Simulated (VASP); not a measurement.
# Ir (Fm-3m) in VASP: notebook, part 2 of 2

VASP 6.6.1. The steps go on from the part before.

## Step 3: Single point, LDA

This run uses another cell than the first one, of 13.86 Å³/atom.

Contents of INCAR:

```
PREC = Accurate
ENCUT = 520
EDIFF = 1E-7
ISMEAR = -1
SIGMA = 0.15
LREAL = F
LASPH = T
NELM = 60
ALGO = Fast
ISIF = 2
LWAVE = F
LCHARG = T
LELF = T
LVHAR = T
NBANDS = 10
```

Contents of KPOINTS:

```
regular mesh
0
Gamma
  20 20 20
```

Contents of POSCAR:

```
Ir
1.0
    0.0000000000      1.9064239767      1.9064239767
    1.9064239767      0.0000000000      1.9064239767
    1.9064239767      1.9064239767      0.0000000000
Ir
1
Direct
    0.0000000000      0.0000000000      0.0000000000
```

Potentials or basis: VASP PAW LDA potentials, release 64 (Ir).

Started as:

```sh
> cat potpaw_LDA.64/Ir/POTCAR > POTCAR
> mpirun -np 1 vasp_std > vasp.out
```

OUTCAR:

```text
PREC = Accurate
   ENCUT = 520
   EDIFF = 1E-7
   ISMEAR = -1
   LREAL = F
   LASPH = T
   NELM = 60
   ISIF = 2

 ion  position               nearest neighbor table
   1  0.000  0.000  0.000-

  LATTYP: Found a face centered cubic cell.
 ALAT       =     3.8128479534

  Lattice vectors:

 A1 = (   0.0000000000,   1.9064239767,   1.9064239767)
 A2 = (   1.9064239767,   0.0000000000,   1.9064239767)
 A3 = (   1.9064239767,   1.9064239767,   0.0000000000)

[... 488 lines left out ...]
      9      31.4951      0.00000
     10      33.1630      0.00000

 [... further k-points ...]

------------------------ aborting loop because EDIFF is reached ----------------------------------------

  FORCE on cell =-STRESS in cart. coord.  units (eV):
  Direction    XX          YY          ZZ          XY          YZ          ZX
  --------------------------------------------------------------------------------------
  -------------------------------------------------------------------------------------
  Total        0.2265525      0.2265525      0.2265525     -0.0000000      0.0000000      0.0000000
  in kB       26.1933407     26.1933407     26.1933407     -0.0000000      0.0000000      0.0000000
  external PRESSURE =      26.1933407 kB  Pullay stress =       0.0000000 kB

 VOLUME and BASIS-vectors are now :
 -----------------------------------------------------------------------------
  energy-cutoff  :      520.00
  volume of cell :       13.86
      direct lattice vectors                 reciprocal lattice vectors
     0.000000000  1.906423977  1.906423977    -0.262271145  0.262271145  0.262271145
     1.906423977  0.000000000  1.906423977     0.262271145 -0.262271145  0.262271145
     1.906423977  1.906423977  0.000000000     0.262271145  0.262271145 -0.262271145

 POSITION                                       TOTAL-FORCE (eV/Angst)
 -----------------------------------------------------------------------------------
      0.00000      0.00000      0.00000        -0.000000     -0.000000      0.000000
 -----------------------------------------------------------------------------------
    total drift:                                0.000000      0.000000      0.000000

  FREE ENERGIE OF THE ION-ELECTRON SYSTEM (eV)
  ---------------------------------------------------
  free  energy   TOTEN  =       -10.3587518797 eV

  energy  without entropy=      -10.2931689640  energy(sigma->0) =      -10.32596042
```

OSZICAR:

```text
N       E                     dE             d eps       ncg     rms          rms(c)
DAV:   1     0.474515116196E+02    0.47452E+02   -0.43751E+03  5152   0.825E+02
DAV:   2    -0.100521143857E+02   -0.57504E+02   -0.54294E+02  5252   0.198E+02
DAV:   3    -0.109571393599E+02   -0.90502E+00   -0.90143E+00  6044   0.308E+01
DAV:   4    -0.109658245892E+02   -0.86852E-02   -0.86836E-02  5870   0.276E+00
DAV:   5    -0.109659982422E+02   -0.17365E-03   -0.17365E-03  5924   0.372E-01    0.167E+01
RMM:   6    -0.104560832167E+02    0.50992E+00   -0.39754E-01  5334   0.791E+00    0.651E+00
RMM:   7    -0.103639490839E+02    0.92134E-01   -0.17871E-01  5414   0.376E+00    0.158E+00
RMM:   8    -0.103642564369E+02   -0.30735E-03   -0.21869E-02  6356   0.188E+00    0.147E+00
RMM:   9    -0.103635614277E+02    0.69501E-03   -0.63812E-03  6483   0.776E-01    0.847E-01
RMM:  10    -0.103590977117E+02    0.44637E-02   -0.36568E-03  5471   0.968E-01    0.730E-01
RMM:  11    -0.103590883421E+02    0.93696E-05   -0.46934E-04  5665   0.178E-01    0.506E-01
RMM:  12    -0.103590290765E+02    0.59266E-04   -0.56133E-05  6764   0.632E-02    0.455E-01
RMM:  13    -0.103589969667E+02    0.32110E-04   -0.96540E-06  6474   0.305E-02    0.434E-01
RMM:  14    -0.103588653462E+02    0.13162E-03   -0.61759E-05  7847   0.981E-02    0.303E-01
RMM:  15    -0.103587508129E+02    0.11453E-03   -0.30574E-04  8923   0.214E-01    0.409E-02
RMM:  16    -0.103587527160E+02   -0.19031E-05   -0.50722E-06  6991   0.284E-02    0.133E-02
RMM:  17    -0.103587519121E+02    0.80388E-06   -0.15384E-06  5993   0.194E-02    0.303E-03
RMM:  18    -0.103587518797E+02    0.32452E-07   -0.61156E-07  5952   0.987E-03
   1 F= -.10358752E+02 E0= -.10325960E+02  d E =-.655829E-01
```

stdout:

```text
POSCAR found type information on POSCAR Ir
 POSCAR found :  1 types and       1 ions
 scaLAPACK will be used
 LDA part: xc-table for (Slater(with rela. corr.)+CA(PZ))
 , standard interpolation
 POSCAR, INCAR and KPOINTS ok, starting setup
 FFT: planning ... GRIDC
 FFT: planning ... GRID_SOFT
 FFT: planning ... GRID
 WAVECAR not read
 entering main loop
```

It took 53 s on 1 thread of Intel Xeon 8259CL, shared host; peak memory 0.15 GiB.

What came out:

```yaml
Free_energy: -10.3588 eV
Pressure: 2.6 GPa
Band_gap_on_the_k_mesh: zero (an odd number of electrons rules out a gap without spin polarisation)
```

Caveat: spin-orbit coupling is left out, which moves the levels of the heavy elements.

## Step 4: Single point, LDA (14.13 Å³/atom)

This run uses another cell than the first one, of 14.13 Å³/atom.

Contents of INCAR:

```
SYSTEM = Ir
ALGO = Normal
EDIFF = 1E-6
ENCUT = 520
GGA = CA
ISIF = 2
ISMEAR = -1
LASPH = .True.
LCHARG = .False.
LREAL = .False.
LWAVE = .False.
NBANDS = 10
NELM = 80
PREC = Accurate
SIGMA = 0.15
```

Contents of KPOINTS:

```
k-points
0
Gamma
  20 20 20
  0 0 0
```

Contents of POSCAR:

```
Ir
1.0
    0.0000000000      1.9190496690      1.9190496690
    1.9190496690      0.0000000000      1.9190496690
    1.9190496690      1.9190496690      0.0000000000
Ir
1
Direct
    0.0000000000      0.0000000000      0.0000000000
```

Started as:

```sh
> cat potpaw_LDA.64/Ir/POTCAR > POTCAR
> mpirun -np 1 vasp_std > vasp.out
```

Wall time 26 s (1 thread of Intel Xeon 8259CL, shared host); peak memory 0.15 GiB.

It converged, with:

```
Free energy            : -10.3565 eV
Pressure               : -5.2 GPa
Band gap on the k mesh : zero (an odd number of electrons rules out a gap without spin polarisation)
```

Levels at points of the mesh, in eV from the Fermi level:
```
           k point  band 1  band 2  band 3  band 4  band 5  band 6  band 7  band 8
(0.00, 0.00, 0.00)  -11.08   -3.88   -3.88   -3.88   -1.15   -1.15   14.38   19.92
(0.50, 0.00, 0.00)   -8.09   -3.97   -3.97   -0.68    0.94    0.94    7.31   13.92
(0.50, 0.50, 0.00)   -7.89   -7.34    0.92    1.51    1.51    1.78   10.56   11.74
```

Caveat: the cell stands under tension; spin-orbit coupling is left out, which moves the levels of the heavy elements.

## Step 5: Relaxation of cell and atoms, LDA

This run uses another cell than the first one, of 13.84 Å³/atom.

Contents of INCAR:

```
PREC     = Accurate       # precision mode
ENCUT    = 600            # plane-wave cutoff, eV
EDIFF    = 1E-7           # SCF threshold, eV
ISMEAR   = -1             # smearing method
SIGMA    = 0.15           # smearing width, eV
LREAL    = F              # projectors in reciprocal space
LASPH    = T              # aspherical terms in the spheres
NELM     = 100            # most SCF steps
ALGO     = Fast           # electronic algorithm
ISIF     = 3              # what is computed and relaxed
LWAVE    = F              # write WAVECAR
LCHARG   = F              # write CHGCAR
IBRION   = 2              # ionic algorithm
NSW      = 80             # ionic steps
EDIFFG   = -0.001         # ionic threshold
```

Contents of KPOINTS:

```
Automatic mesh
0
Gamma
  20 20 20
```

Contents of POSCAR:

```
Ir
1.0
    0.0000000000      1.9054048528      1.9054048528
    1.9054048528      0.0000000000      1.9054048528
    1.9054048528      1.9054048528      0.0000000000
Ir
1
Direct
    0.0000000000      0.0000000000      0.0000000000
```

Started as:

```sh
> cat potpaw_LDA.64/Ir/POTCAR > POTCAR
> mpirun -np 1 vasp_std > vasp.out
```

It took 3.3 min on 1 thread of Intel Xeon 8259CL, shared host; peak memory 0.18 GiB.

It converged, with:

| Quantity | Value |
| --- | --- |
| Free energy | -10.3597 eV |
| Relaxed volume | 13.95 Å³/atom |
| Relaxed cell | a = 2.702 Å, b = 2.702 Å, c = 2.702 Å, α = 60.00°, β = 60.00°, γ = 60.00° |
| Space group after relaxing (to 0.1 Å) | Fm-3m (No. 225) |
| Energy gained by relaxing | 1.2 meV/atom |
| Ionic steps | 9 |
| Pressure after relaxing | 0.0 GPa |
| Band gap on the k mesh | zero (an odd number of electrons rules out a gap without spin polarisation) |

Step by step:
```csv
step,energy change (eV),largest force (eV/Å),pressure (GPa),volume (Å³)
1,0.0000,0.0000,3.34,13.84
2,0.0174,0.0000,-12.06,14.42
3,-0.0012,0.0000,0.02,13.95
4,-0.0012,0.0000,-0.05,13.95
5,-0.0012,0.0000,0.19,13.94
6,-0.0012,0.0000,0.03,13.95
7,-0.0012,0.0000,-0.02,13.95
8,-0.0012,0.0000,-0.02,13.95
9,-0.0012,0.0000,0.00,13.95
```

Final structure:
```yaml
crystal:
  lattice:
    - [0.00000, 1.91063, 1.91063]
    - [1.91063, 0.00000, 1.91063]
    - [1.91063, 1.91063, 0.00000]
  atoms:
    - { symbol: Ir, position: [0.00000, 0.00000, 0.00000] }
```

Levels at points of the mesh, in eV from the Fermi level:
```csv
k point,band 2,band 3,band 4,band 5,band 6,band 7
"(0.00, 0.00, 0.00)",-3.96,-3.96,-3.96,-1.18,-1.18,14.35
"(0.50, 0.00, 0.00)",-4.06,-4.06,-0.72,0.96,0.96,7.45
"(0.50, 0.50, 0.00)",-7.48,0.95,1.55,1.55,1.78,10.75
```

Caveat: spin-orbit coupling is left out, which moves the levels of the heavy elements.

## Step 6: The runs side by side

| task | cell | cutoff (eV) | gap on the mesh (eV) | pressure (GPa) |
| --- | --- | --- | --- | --- |
| single point | a = 2.678 Å, angles 60.0°, 1 atom | 520 | none | 11.4 |
| single point | a = 2.696 Å, angles 60.0°, 1 atom | 520 | none | 2.6 |
| single point | a = 2.714 Å, angles 60.0°, 1 atom | 520 | none | -5.2 |
| relaxation of cell and atoms | relaxed from a = 2.695 Å, angles 60.0°, 1 atom | 600 | none | 0.0 |

Alike in all rows: level LDA; potentials or basis VASP PAW LDA potentials, release 64 (Ir); no spin polarisation; k mesh 20 × 20 × 20; smearing fermi-dirac 0.15 eV.

Caveats: spin-orbit coupling is left out, which moves the levels of the heavy elements; the cell stands under pressure (at least some runs); the cell stands under tension (at least some runs).

Absolute energies hang on the potentials; compare differences alone.
